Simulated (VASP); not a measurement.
# MnAs (rocksalt type) (Fm-3m) in VASP: notebook

The runs below take MnAs (rocksalt type) through single point, electric field gradients, with PBE.

All numbers are computed with VASP 6.6.1; they aren't measurements. Logs are shortened: lines on timing, memory, paths and dates and some standing lists are left out, and cuts for length are marked.

### Step 1. The cell of the first run

The structure is cubic, space group Fm-3m (No. 225). The conventional cell has a = 5.166 Å, b = 5.166 Å, c = 5.166 Å, α = 90.00°, β = 90.00°, γ = 90.00°. Mn (site symmetry m-3m) has 6 As at 2.58 Å within 3.4 Å. As (site symmetry m-3m) has 6 Mn at 2.58 Å within 3.4 Å.

### Step 2. Single point, PBE, collinear spin, ferromagnetic start

Contents of POSCAR:

```
MnAs
1.0
    0.0000000000      2.5829914404      2.5829914404
    2.5829914404      0.0000000000      2.5829914404
    2.5829914404      2.5829914404      0.0000000000
Mn As
1 1
Direct
    0.0000000000      0.0000000000      0.0000000000
    0.5000000000      0.5000000000      0.5000000000
```

Contents of INCAR.step1:

```
PREC = Accurate
ENCUT = 520
EDIFF = 1E-7
ISMEAR = -1
SIGMA = 0.08
LREAL = F
LASPH = T
NELM = 150
ALGO = Normal
ISIF = 2
LWAVE = F
LCHARG = T
ISPIN = 2
MAGMOM = 4 0
LMAXMIX = 4
GGA = PE
NBANDS = 20
```

Contents of KPOINTS.step1:

```
regular mesh
0
Gamma
  12 12 12
```

Contents of INCAR.step2:

```
PREC = Accurate
ENCUT = 520
EDIFF = 1E-7
ISMEAR = -5
SIGMA = 0.08
LREAL = F
LASPH = T
NELM = 150
ALGO = Normal
ISIF = 2
LWAVE = F
LCHARG = F
ISPIN = 2
MAGMOM = 4 0
LORBIT = 11
LMAXMIX = 4
GGA = PE
NEDOS = 1001
ICHARG = 11
```

Contents of KPOINTS.step2:

```
regular mesh
0
Gamma
  18 18 18
```

Potentials or basis: VASP PAW PBE potentials, release 64 (Mn_pv, As).

Run with:

```console
cat potpaw_PBE.64/Mn_pv/POTCAR potpaw_PBE.64/As/POTCAR > POTCAR
cp INCAR.step1 INCAR
cp KPOINTS.step1 KPOINTS
mpirun -np 1 vasp_std > vasp.out
cp INCAR.step2 INCAR
cp KPOINTS.step2 KPOINTS
mpirun -np 1 vasp_std > vasp.out
```

OUTCAR:

```text
PREC = Accurate
   ENCUT = 520
   EDIFF = 1E-7
   ISMEAR = -5
   LREAL = F
   LASPH = T
   NELM = 150
   ISIF = 2
   ISPIN = 2
   LORBIT = 11
   GGA = PE
   ICHARG = 11

 ion  position               nearest neighbor table
   1  0.000  0.000  0.000-   2 2.58   2 2.58   2 2.58   2 2.58   2 2.58   2 2.58
   2  0.500  0.500  0.500-   1 2.58   1 2.58   1 2.58   1 2.58   1 2.58   1 2.58

  LATTYP: Found a face centered cubic cell.
 ALAT       =     5.1659828808

  Lattice vectors:

 A1 = (   0.0000000000,   2.5829914404,   2.5829914404)
 A2 = (   2.5829914404,   0.0000000000,   2.5829914404)
 A3 = (   2.5829914404,   2.5829914404,   0.0000000000)

Analysis of symmetry for initial positions (statically):
=====================================================================
 Subroutine PRICEL returns:
 Original cell was already a primitive cell.

 Routine SETGRP: Setting up the symmetry group for a
 face centered cubic supercell.

 Subroutine GETGRP returns: Found 48 space group operations
 (whereof 48 operations were pure point group operations)
 out of a pool of 48 trial point group operations.

The static configuration has the point symmetry O_h .

Analysis of symmetry for dynamics (positions and initial velocities):
=====================================================================
 Subroutine PRICEL returns:
 Original cell was already a primitive cell.

 Routine SETGRP: Setting up the symmetry group for a
 face centered cubic supercell.

 Subroutine GETGRP returns: Found 48 space group operations
 (whereof 48 operations were pure point group operations)
 out of a pool of 48 trial point group operations.

The dynamic configuration has the point symmetry O_h .

Analysis of structural, dynamic, and magnetic symmetry:
=====================================================================
 Subroutine PRICEL returns:
 Original cell was already a primitive cell.

 Routine SETGRP: Setting up the symmetry group for a
 face centered cubic supercell.

 Subroutine GETGRP returns: Found 48 space group operations
 (whereof 48 operations were pure point group operations)
 out of a pool of 48 trial point group operations.

The overall configuration has the point symmetry O_h .

 Subroutine INISYM returns: Found 48 space group operations
 (whereof 48 operations are pure point group operations),
 and found     1 'primitive' translations

----------------------------------------------------------------------------------------

                                     Primitive cell

  volume of cell :      34.4666

  direct lattice vectors                    reciprocal lattice vectors
[... 140 lines left out ...]
 fundamental gap:     -0.1415367259
 Fermi energy:         6.7594084942

 spin component 1

 k-point     1 :       0.0000    0.0000    0.0000
  band No.  band energies     occupation
      1     -43.5126      1.00000
      2     -43.5126      1.00000
      3     -43.5126      1.00000
      4      -6.3721      1.00000
      5       3.6209      1.00000
      6       3.6209      1.00000
      7       3.6209      1.00000
      8       3.9113      1.00000
      9       3.9113      1.00000
     10       7.6585      0.00000
     11       7.6585      0.00000
     12       7.6585      0.00000
     13      11.6516      0.00000
     14      16.3280      0.00000
[... 403 lines left out ...]
      4      -5.5507      1.00000
      5       2.5672      1.00000
      6       3.1364      1.00000
      7       3.1908      1.00000
      8       3.8623      1.00000
      9       3.9871      1.00000
     10       5.2408      1.00000
     11       7.9612      0.00000
     12       8.9762      0.00000
     13      12.4782      0.00000
     14      14.6245      0.00000
     15      14.8925      0.00000

 [... further k-points ...]

 spin component 2

 k-point     1 :       0.0000    0.0000    0.0000
  band No.  band energies     occupation
      1     -39.6935      1.00000
      2     -39.6935      1.00000
      3     -39.6935      1.00000
      4      -6.3010      1.00000
      5       6.7548      1.00000
      6       6.7549      1.00000
      7       6.8417      0.80701
      8       6.8417      0.00000
      9       6.8417      0.00000
     10       7.6102      0.00000
     11       7.6102      0.00000
     12       7.6102      0.00000
     13      12.3362      0.00000
     14      16.7355      0.00000
[... 403 lines left out ...]
      4      -5.5111      1.00000
      5       3.5353      1.00000
      6       5.0359      1.00000
      7       5.1120      1.00000
      8       7.1945      0.00000
      9       7.2306      0.00000
     10       7.7862      0.00000
     11       9.1882      0.00000
     12      10.0274      0.00000
     13      13.0785      0.00000
     14      15.5344      0.00000
     15      15.6041      0.00000

 [... further k-points ...]

------------------------ aborting loop because EDIFF is reached ----------------------------------------

  FORCE on cell =-STRESS in cart. coord.  units (eV):
  Direction    XX          YY          ZZ          XY          YZ          ZX
  --------------------------------------------------------------------------------------
  -------------------------------------------------------------------------------------
  Total       -0.0242835     -0.0242835     -0.0242835      0.0000000     -0.0000000      0.0000000
  in kB       -1.1288153     -1.1288153     -1.1288153      0.0000000     -0.0000000      0.0000000
  external PRESSURE =      -1.1288153 kB  Pullay stress =       0.0000000 kB

 VOLUME and BASIS-vectors are now :
 -----------------------------------------------------------------------------
  energy-cutoff  :      520.00
  volume of cell :       34.47
      direct lattice vectors                 reciprocal lattice vectors
     0.000000000  2.582991440  2.582991440    -0.193574006  0.193574006  0.193574006
     2.582991440  0.000000000  2.582991440     0.193574006 -0.193574006  0.193574006
     2.582991440  2.582991440  0.000000000     0.193574006  0.193574006 -0.193574006

 POSITION                                       TOTAL-FORCE (eV/Angst)
 -----------------------------------------------------------------------------------
      0.00000      0.00000      0.00000        -0.000000      0.000000     -0.000000
      2.58299      2.58299      2.58299         0.000000     -0.000000      0.000000
 -----------------------------------------------------------------------------------
    total drift:                               -0.000000      0.000000      0.000000

  FREE ENERGIE OF THE ION-ELECTRON SYSTEM (eV)
  ---------------------------------------------------
  free  energy   TOTEN  =       -13.8429061530 eV

  energy  without entropy=      -13.8429061530  energy(sigma->0) =      -13.84290615

 total charge

# of ion       s       p       d       tot
------------------------------------------
    1        0.284   6.212   5.003  11.499
    2        1.231   1.536   0.043   2.810
--------------------------------------------------
tot          1.515   7.749   5.046  14.310

 magnetization (x)

# of ion       s       p       d       tot
------------------------------------------
    1        0.070   0.033   3.536   3.640
    2        0.016  -0.121   0.014  -0.091
--------------------------------------------------
tot          0.086  -0.088   3.550   3.549
```

OSZICAR.step1:

```text
N       E                     dE             d eps       ncg     rms          rms(c)
DAV:   1     0.137753965809E+03    0.13775E+03   -0.98002E+03  5792   0.959E+02
DAV:   2    -0.939079654611E+01   -0.14714E+03   -0.13878E+03  5964   0.269E+02
DAV:   3    -0.152660337229E+02   -0.58752E+01   -0.58000E+01  6672   0.586E+01
DAV:   4    -0.153234367538E+02   -0.57403E-01   -0.57379E-01  6460   0.583E+00
DAV:   5    -0.153241667923E+02   -0.73004E-03   -0.73003E-03  6488   0.657E-01    0.118E+01
DAV:   6    -0.153997639505E+02   -0.75597E-01   -0.84428E+00  6308   0.392E+01    0.155E+01
DAV:   7    -0.138361604883E+02    0.15636E+01   -0.42797E+00  6220   0.268E+01    0.485E+00
DAV:   8    -0.138520418207E+02   -0.15881E-01   -0.11888E-01  6244   0.311E+00    0.240E+00
DAV:   9    -0.138457002776E+02    0.63415E-02   -0.61564E-02  6168   0.266E+00    0.140E+00
DAV:  10    -0.138499444435E+02   -0.42442E-02   -0.98464E-03  6304   0.735E-01    0.898E-01
DAV:  11    -0.138527770335E+02   -0.28326E-02   -0.42973E-03  6252   0.744E-01    0.228E-01
DAV:  12    -0.138528825483E+02   -0.10551E-03   -0.10967E-03  6616   0.336E-01    0.553E-02
DAV:  13    -0.138529113993E+02   -0.28851E-04   -0.11944E-04  6228   0.635E-02    0.546E-02
DAV:  14    -0.138529154631E+02   -0.40638E-05   -0.30946E-05  6212   0.638E-02    0.109E-02
DAV:  15    -0.138529162991E+02   -0.83599E-06   -0.24847E-06  6232   0.945E-03    0.451E-03
DAV:  16    -0.138529163483E+02   -0.49220E-07   -0.19031E-07  5664   0.349E-03
   1 F= -.13852916E+02 E0= -.13841804E+02  d E =-.222243E-01  mag=     3.6828
```

Run time: 1.9 min. Hardware: 1 thread of Intel Xeon Platinum 8559C (Emerald Rapids), shared host; peak memory 0.29 GiB.

Results:

- Net moment: 3.68 μB per cell
- Site moments: Mn +3.64; As -0.09 μB
- Valence electrons inside the program's atomic spheres: Mn 11.50; As 2.81

Levels at points of the mesh, in eV from the Fermi level:
Spin up:
| k point | band 8 | band 9 | band 10 | band 11 | band 12 | band 13 | band 14 | band 15 |
| --- | --- | --- | --- | --- | --- | --- | --- | --- |
| (0.00, 0.00, 0.00) | -2.85 | -2.85 | 0.90 | 0.90 | 0.90 | 4.89 | 9.57 | 9.57 |
| (0.50, 0.00, 0.00) | -2.55 | -2.55 | -2.06 | 2.89 | 2.89 | 4.07 | 5.97 | 5.97 |
| (0.50, 0.50, 0.00) | -2.42 | -2.42 | -1.81 | -1.81 | -1.44 | 1.71 | 5.87 | 14.36 |
Spin down:
```csv
k point,band 3,band 4,band 5,band 6,band 7,band 8,band 9,band 10,band 11,band 12
"(0.00, 0.00, 0.00)",-46.45,-13.06,0.00,0.00,0.08,0.08,0.08,0.85,0.85,0.85
"(0.50, 0.00, 0.00)",-46.45,-10.97,-6.13,-2.46,-2.46,1.02,1.02,1.36,4.30,4.41
"(0.50, 0.50, 0.00)",-46.46,-10.70,-5.09,-1.71,-1.71,-1.10,0.41,1.32,1.32,1.41
```

Caveat: a cell with one magnetic atom can't hold antiferromagnetic order, which such compounds often take.

### Step 3. Electric field gradients, PBE, collinear spin, ferromagnetic start (16.37 Å³/atom)

This run uses another cell than the first one, of 16.37 Å³/atom.

Contents of INCAR:

```
SYSTEM = MnAs
  ALGO = Normal
  EDIFF = 1E-8
  ENCUT = 520
  GGA = PE
  ISIF = 2
  ISMEAR = -1
  ISPIN = 2
  LASPH = .TRUE.
  LCHARG = .FALSE.
  LEFG = .TRUE.
  LMAXMIX = 4
  LORBIT = 11
  LREAL = .FALSE.
  LWAVE = .FALSE.
  MAGMOM = 4 0
  NBANDS = 20
  NELM = 150
  PREC = Accurate
  SIGMA = 0.08
```

Contents of KPOINTS:

```
k-points
0
G
  12 12 12
  0 0 0
```

Contents of POSCAR:

```
MnAs
1.0
    0.0000000000      2.5392034653      2.5392034653
    2.5392034653      0.0000000000      2.5392034653
    2.5392034653      2.5392034653      0.0000000000
Mn As
1 1
Direct
    0.0000000000      0.0000000000      0.0000000000
    0.5000000000      0.5000000000      0.5000000000
```

Potentials or basis: VASP PAW PBE potentials, release 64 (Mn_pv, As).

Run with:

```console
cat potpaw_PBE.64/Mn_pv/POTCAR potpaw_PBE.64/As/POTCAR > POTCAR
mpirun -np 1 vasp_std > vasp.out
```

OUTCAR:

```text
SYSTEM = MnAs
   EDIFF = 1E-8
   ENCUT = 520
   GGA = PE
   ISIF = 2
   ISMEAR = -1
   ISPIN = 2
   LASPH = .TRUE.
   LORBIT = 11
   LREAL = .FALSE.
   NELM = 150
   PREC = Accurate

 ion  position               nearest neighbor table
   1  0.000  0.000  0.000-   2 2.54   2 2.54   2 2.54   2 2.54   2 2.54   2 2.54
   2  0.500  0.500  0.500-   1 2.54   1 2.54   1 2.54   1 2.54   1 2.54   1 2.54

  LATTYP: Found a face centered cubic cell.
 ALAT       =     5.0784069306

  Lattice vectors:

 A1 = (   0.0000000000,   2.5392034653,   2.5392034653)
 A2 = (   2.5392034653,   0.0000000000,   2.5392034653)
 A3 = (   2.5392034653,   2.5392034653,   0.0000000000)

Analysis of symmetry for initial positions (statically):
=====================================================================
 Subroutine PRICEL returns:
 Original cell was already a primitive cell.

 Routine SETGRP: Setting up the symmetry group for a
 face centered cubic supercell.

 Subroutine GETGRP returns: Found 48 space group operations
 (whereof 48 operations were pure point group operations)
 out of a pool of 48 trial point group operations.

[... 1318 lines left out ...]
    total drift:                               -0.000000      0.000000      0.000000

  FREE ENERGIE OF THE ION-ELECTRON SYSTEM (eV)
  ---------------------------------------------------
  free  energy   TOTEN  =       -13.8293669589 eV

  energy  without entropy=      -13.8026410508  energy(sigma->0) =      -13.81600400

 Electric field gradients (V/A^2)
---------------------------------------------------------------------
 ion       V_xx      V_yy      V_zz      V_xy      V_xz      V_yz
---------------------------------------------------------------------
   1      -0.000    -0.000    -0.000     0.003     0.003     0.003
   2       0.000    -0.000     0.000    -0.000    -0.000    -0.000
---------------------------------------------------------------------

 Electric field gradients after diagonalization (V/A^2)
 (convention: |V_zz| > |V_xx| > |V_yy|)
----------------------------------------------------------------------
 ion       V_xx      V_yy      V_zz     asymmetry (V_yy - V_xx)/ V_zz
----------------------------------------------------------------------
   1      -0.003    -0.003     0.005       0.000
   2       0.000     0.000    -0.000       0.000
----------------------------------------------------------------------

           NMR quadrupolar parameters

 Cq : quadrupolar parameter    Cq=e*Q*V_zz/h
 eta: asymmetry parameters     (V_yy - V_xx)/ V_zz
 Q  : nuclear electric quadrupole moment in mb (millibarn)
----------------------------------------------------------------------
 ion       Cq(MHz)       eta       Q (mb)
----------------------------------------------------------------------
   1       0.000       0.000       1.000
   2      -0.000       0.000       1.000
----------------------------------------------------------------------

 total charge

# of ion       s       p       d       tot
------------------------------------------
    1        0.294   6.229   5.046  11.569
    2        1.228   1.560   0.051   2.839
--------------------------------------------------
tot          1.522   7.789   5.097  14.408

 magnetization (x)

# of ion       s       p       d       tot
------------------------------------------
    1        0.070   0.033   3.387   3.491
    2        0.014  -0.112   0.014  -0.083
--------------------------------------------------
tot          0.085  -0.079   3.401   3.407
```

stdout:

```text
POSCAR found type information on POSCAR MnAs
 POSCAR found :  2 types and       2 ions
 scaLAPACK will be used
 LDA part: xc-table for (Slater+PW92), standard interpolation
 POSCAR, INCAR and KPOINTS ok, starting setup
 FFT: planning ... GRIDC
 FFT: planning ... GRID_SOFT
 FFT: planning ... GRID
 WAVECAR not read
 entering main loop
ion   1

ion   2
```

It took 3.3 min on 1 thread of Intel Xeon 8259CL, shared host; peak memory 0.22 GiB.

What came out:

```
Free energy                                           : -13.8294 eV
Pressure                                              : 4.3 GPa
Net moment                                            : 3.54 μB per cell
Site moments                                          : Mn +3.49; As -0.08 μB
Largest electric field gradient by atom               : under 0.05 V/Å² on every atom
Valence electrons inside the program's atomic spheres : Mn 11.57; As 2.84
```

Levels at points of the mesh, in eV from the Fermi level:
Spin up:
```csv
k point,band 8,band 9,band 10,band 11,band 12,band 13,band 14,band 15
"(0.00, 0.00, 0.00)",-2.79,-2.79,1.01,1.01,1.01,5.55,9.84,9.84
"(0.50, 0.00, 0.00)",-2.45,-2.45,-1.92,3.21,3.21,4.24,6.16,6.16
"(0.50, 0.50, 0.00)",-2.30,-2.30,-1.86,-1.86,-1.23,2.02,6.06,14.88
```
Spin down:
| k point | band 3 | band 4 | band 5 | band 6 | band 7 | band 8 | band 9 | band 10 | band 11 | band 12 |
| --- | --- | --- | --- | --- | --- | --- | --- | --- | --- | --- |
| (0.00, 0.00, 0.00) | -46.48 | -13.38 | -0.09 | -0.09 | -0.04 | -0.04 | -0.04 | 0.98 | 0.98 | 0.98 |
| (0.50, 0.00, 0.00) | -46.48 | -11.11 | -6.41 | -2.62 | -2.62 | 0.98 | 0.98 | 1.37 | 4.44 | 4.68 |
| (0.50, 0.50, 0.00) | -46.49 | -10.83 | -5.32 | -1.75 | -1.75 | -1.31 | 0.36 | 1.31 | 1.31 | 1.46 |

Caveat: the cell stands under pressure; a cell with one magnetic atom can't hold antiferromagnetic order, which such compounds often take.

(Part 1 of 2 ends here.)
